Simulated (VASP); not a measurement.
# ReSb2 (P-3m1) in VASP: a series of runs, part 2 of 2

VASP 6.6.1. Earlier steps stand in the parts before.

**4. Single point, PBEsol (22.39 Å³/atom)**

This run uses another cell than the first one, of 22.39 Å³/atom.

INCAR

```
ALGO = Normal
EDIFF = 1E-7
ENCUT = 520
GGA = PS
ISIF = 2
ISMEAR = 0
LASPH = T
LCHARG = F
LREAL = F
LWAVE = F
NBANDS = 16
NELM = 100
PREC = Accurate
SIGMA = 0.05
```

KPOINTS

```
k-points
0
Gamma
  10 10 6
```

POSCAR

```
ReSb2
1.0
    3.2616513276      0.0000000000      0.0000000000
   -1.6308256638      2.8246729080      0.0000000000
    0.0000000000      0.0000000000      7.2916746644
Re Sb
1 2
Direct
    0.0000000000      0.0000000000      0.0000000000
    0.3333333333      0.6666666667      0.2693350272
    0.6666666667      0.3333333333      0.7306649728
```

Potentials or basis: VASP PAW PBE potentials, release 64 (Re, Sb).

Run with:

```bash
cat potpaw_PBE.64/Re/POTCAR potpaw_PBE.64/Sb/POTCAR > POTCAR
mpirun -np 1 vasp_std > vasp.out
```

OUTCAR:

```text
EDIFF = 1E-7
   ENCUT = 520
   GGA = PS
   ISIF = 2
   ISMEAR = 0
   LASPH = T
   LREAL = F
   NELM = 100
   PREC = Accurate

 ion  position               nearest neighbor table
   1  0.000  0.000  0.000-   2 2.72   3 2.72   3 2.72   2 2.72   3 2.72   2 2.72
   2  0.333  0.667  0.269-   1 2.72   1 2.72   1 2.72
   3  0.667  0.333  0.731-   1 2.72   1 2.72   1 2.72

  LATTYP: Found a hexagonal cell.
 ALAT       =     3.2616513276
 C/A-ratio  =     2.2355776053

  Lattice vectors:

 A1 = (   3.2616513276,   0.0000000000,   0.0000000000)
 A2 = (  -1.6308256638,   2.8246729080,   0.0000000000)
 A3 = (   0.0000000000,   0.0000000000,   7.2916746644)

Analysis of symmetry for initial positions (statically):
=====================================================================
 Subroutine PRICEL returns:
 Original cell was already a primitive cell.

 Routine SETGRP: Setting up the symmetry group for a
 hexagonal supercell.

 Subroutine GETGRP returns: Found 12 space group operations
 (whereof 12 operations were pure point group operations)
 out of a pool of 24 trial point group operations.

[... 165 lines left out ...]

 val. band max:        8.4363521821   @ k =   0.2000   0.2000   0.3333
 cond. band min:       8.4764512321   @ k =   0.3000   0.2000   0.3333
 fundamental gap:      0.0400990500
 Fermi energy:         8.4385459297

 k-point     1 :       0.0000    0.0000    0.0000
  band No.  band energies     occupation
      1      -4.6160      2.00000
      2      -3.0052      2.00000
      3       1.4456      2.00000
      4       5.8046      2.00000
      5       6.4283      2.00000
      6       6.4283      2.00000
[... 433 lines left out ...]
      3       1.7050      2.00000
      4       3.2617      2.00000
      5       4.6017      2.00000
      6       6.0947      2.00000
[... 8 lines left out ...]
     15      14.4799      0.00000
     16      14.8305      0.00000

 [... further k-points ...]

------------------------ aborting loop because EDIFF is reached ----------------------------------------

  FORCE on cell =-STRESS in cart. coord.  units (eV):
  Direction    XX          YY          ZZ          XY          YZ          ZX
  --------------------------------------------------------------------------------------
  -------------------------------------------------------------------------------------
  Total        0.3315634      0.3315634      0.3205015      0.0000000      0.0000000      0.0000000
  in kB        7.9075919      7.9075919      7.6437703      0.0000000      0.0000000      0.0000000
  external PRESSURE =       7.8196514 kB  Pullay stress =       0.0000000 kB

 VOLUME and BASIS-vectors are now :
 -----------------------------------------------------------------------------
  energy-cutoff  :      520.00
  volume of cell :       67.18
      direct lattice vectors                 reciprocal lattice vectors
     3.261651328  0.000000000  0.000000000     0.306593164  0.177011646  0.000000000
    -1.630825664  2.824672908  0.000000000     0.000000000  0.354023291  0.000000000
     0.000000000  0.000000000  7.291674664     0.000000000  0.000000000  0.137142707

 POSITION                                       TOTAL-FORCE (eV/Angst)
 -----------------------------------------------------------------------------------
      0.00000      0.00000      0.00000         0.000000      0.000000      0.000000
     -0.00000      1.88312      1.96390        -0.000000     -0.000000      0.023882
      1.63083      0.94156      5.32777        -0.000000      0.000000     -0.023882
 -----------------------------------------------------------------------------------
    total drift:                                0.000000     -0.000000      0.000000

  FREE ENERGIE OF THE ION-ELECTRON SYSTEM (eV)
  ---------------------------------------------------
  free  energy   TOTEN  =       -21.3869622603 eV

  energy  without entropy=      -21.3846363146  energy(sigma->0) =      -21.38579929
```

OSZICAR:

```text
N       E                     dE             d eps       ncg     rms          rms(c)
DAV:   1     0.590080226948E+02    0.59008E+02   -0.64375E+03  3456   0.950E+02
DAV:   2    -0.188991250112E+02   -0.77907E+02   -0.71554E+02  3664   0.197E+02
DAV:   3    -0.219781020042E+02   -0.30790E+01   -0.29874E+01  3616   0.428E+01
DAV:   4    -0.220160836869E+02   -0.37982E-01   -0.37874E-01  2928   0.401E+00
DAV:   5    -0.220168776536E+02   -0.79397E-03   -0.79374E-03  3584   0.742E-01    0.240E+01
DAV:   6    -0.215788119044E+02    0.43807E+00   -0.91505E-01  3776   0.239E+01    0.823E+00
DAV:   7    -0.215034261004E+02    0.75386E-01   -0.47208E-01  3704   0.143E+01    0.522E+00
DAV:   8    -0.213872067830E+02    0.11622E+00   -0.16918E-01  3744   0.124E+01    0.495E-01
DAV:   9    -0.213871857277E+02    0.21055E-04   -0.26392E-02  3584   0.117E+00    0.302E-01
DAV:  10    -0.213870197109E+02    0.16602E-03   -0.56405E-04  3592   0.433E-01    0.102E-01
DAV:  11    -0.213869634808E+02    0.56230E-04   -0.13171E-04  3560   0.163E-01    0.353E-02
DAV:  12    -0.213869621494E+02    0.13314E-05   -0.11970E-05  3504   0.612E-02    0.780E-03
DAV:  13    -0.213869623178E+02   -0.16841E-06   -0.15582E-06  3632   0.143E-02    0.187E-03
DAV:  14    -0.213869622603E+02    0.57576E-07   -0.14809E-07  2496   0.762E-03
   1 F= -.21386962E+02 E0= -.21385799E+02  d E =-.232595E-02
```

stdout:

```text
POSCAR found type information on POSCAR ReSb
 POSCAR found :  2 types and       3 ions
 scaLAPACK will be used
 -----------------------------------------------------------------------------
|                                                                             |
|                                                                             |
|     You enforced a specific xc type in the INCAR file but a different       |
|     I HOPE YOU KNOW WHAT YOU ARE DOING!                                     |
|                                                                             |
 -----------------------------------------------------------------------------

 LDA part: xc-table for (Slater+PW92), standard interpolation
 POSCAR, INCAR and KPOINTS ok, starting setup
 FFT: planning ... GRIDC
 FFT: planning ... GRID_SOFT
 FFT: planning ... GRID
 WAVECAR not read
 entering main loop
```

It took 29 s on 1 thread of Intel Xeon 6975P-C (Granite Rapids), shared host; peak memory 0.23 GiB.

Results:

```yaml
Free_energy: -21.3870 eV
Pressure: 0.8 GPa
Largest_force: 0.024 eV/Å
Band_gap_on_the_k_mesh: zero (an odd number of electrons rules out a gap without spin polarisation)
```

Forces in eV/Å, atoms in the order of the input:
```
Re   0.000  0.000  0.000
Sb   0.000  0.000  0.024
Sb   0.000  0.000 -0.024
```

Caveat: the PAW data sets were made with another functional, which shifts forces and pressure a little; spin-orbit coupling is left out, which moves the levels of the heavy elements.

**5. Relaxation of shape and atoms at fixed volume, PBEsol (21.10 Å³/atom)**

INCAR

```
PREC = Accurate ; ENCUT = 600
EDIFF = 1E-6 ; ISMEAR = 0
SIGMA = 0.05 ; LREAL = F
LASPH = T ; NELM = 60
ALGO = Normal ; ISIF = 4
LWAVE = F ; LCHARG = F
GGA = PS ; IBRION = 2
NSW = 60 ; EDIFFG = -0.01
```

KPOINTS

```
Automatic mesh
0
Gamma
  10 10 6
```

POSCAR

```
ReSb2
1.0
    3.3804016710      0.0000000000      0.0000000000
   -1.6902008355      2.9275137221      0.0000000000
    0.0000000000      0.0000000000      6.3967366289
Re Sb
1 2
Direct
    0.0000000000      0.0000000000      0.0000000000
    0.3333333333      0.6666666667      0.2889214890
    0.6666666667      0.3333333333      0.7110785110
```

Run with:

```bash
cat potpaw_PBE.64/Re/POTCAR potpaw_PBE.64/Sb/POTCAR > POTCAR
mpirun -np 1 vasp_std > vasp.out
```

Run time: 95 s. Hardware: 1 thread of Intel Xeon 6975P-C (Granite Rapids), shared host; peak memory 0.25 GiB.

It converged, with:

```yaml
Free_energy: -21.3815 eV
Energy_gained_by_relaxing: 1.7 meV/atom
Ionic_steps: 5
Pressure_after_relaxing: 1.8 GPa
Band_gap_on_the_k_mesh: zero (an odd number of electrons rules out a gap without spin polarisation)
```

The path:
| step | energy change (eV) | largest force (eV/Å) | pressure (GPa) | volume (Å³) |
| --- | --- | --- | --- | --- |
| 1 | 0.0000 | 0.2771 | 2.91 | 63.30 |
| 2 | -0.0042 | 0.0422 | 2.00 | 63.30 |
| 3 | -0.0043 | 0.0115 | 1.89 | 63.30 |
| 4 | -0.0047 | 0.0097 | 1.86 | 63.30 |
| 5 | -0.0050 | 0.0007 | 1.79 | 63.30 |

Final structure:
```yaml
crystal:
  lattice:
    - [3.38893, 0.00000, 0.00000]
    - [-1.69446, 2.93490, 0.00000]
    - [0.00000, 0.00000, 6.36458]
  atoms:
    - { symbol: Re, position: [0.00000, 0.00000, 0.00000] }
    - { symbol: Sb, position: [0.33333, 0.66667, 0.29201] }
    - { symbol: Sb, position: [0.66667, 0.33333, 0.70799] }
```

Levels at points of the mesh, in eV from the Fermi level:
```
           k point  band 6  band 7  band 8  band 9  band 10  band 11
(0.00, 0.00, 0.00)   -2.19   -1.00   -1.00    1.93     4.12     4.12
(0.50, 0.00, 0.00)   -2.76   -2.48   -1.28    0.08     0.68     1.07
(0.00, 0.00, 0.50)   -2.38   -1.00   -1.00    0.44     3.29     3.29
(0.50, 0.00, 0.50)   -2.75   -2.69    0.22    0.68     1.39     1.45
```

Caveat: the PAW data sets were made with another functional, which shifts forces and pressure a little; spin-orbit coupling is left out, which moves the levels of the heavy elements.

**6. Overview**

```tsv
task	cell	cutoff (eV)	gap on the mesh (eV)	pressure (GPa)	largest force (eV/Å)
single point	a = 3.385, b = 3.385, c = 6.380 Å, angles 90.0, 90.0, 120.0°, 3 atoms, atomic positions A	520	none	1.8	0.01
single point	a = 3.417, b = 3.417, c = 6.516 Å, angles 90.0, 90.0, 120.0°, 3 atoms, atomic positions B	520	none	-1.4	0.02
single point	a = 3.262, b = 3.262, c = 7.292 Å, angles 90.0, 90.0, 120.0°, 3 atoms, atomic positions C	520	none	0.8	0.02
relaxation of shape and atoms at fixed volume	relaxed from a = 3.380, b = 3.380, c = 6.397 Å, angles 90.0, 90.0, 120.0°, 3 atoms, atomic positions D	600	none	1.8	-
```

Alike in all rows: level PBEsol; potentials or basis VASP PAW PBE potentials, release 64 (Re, Sb); no spin polarisation; k mesh 10 × 10 × 6; smearing gaussian 0.05 eV.

Caveats: the PAW data sets were made with another functional, which shifts forces and pressure a little; spin-orbit coupling is left out, which moves the levels of the heavy elements.

Total energies depend on the potentials used, so only differences within one code and one set of settings carry meaning.

The gap in the log of VASP goes by the Fermi energy; the results here count the filled bands.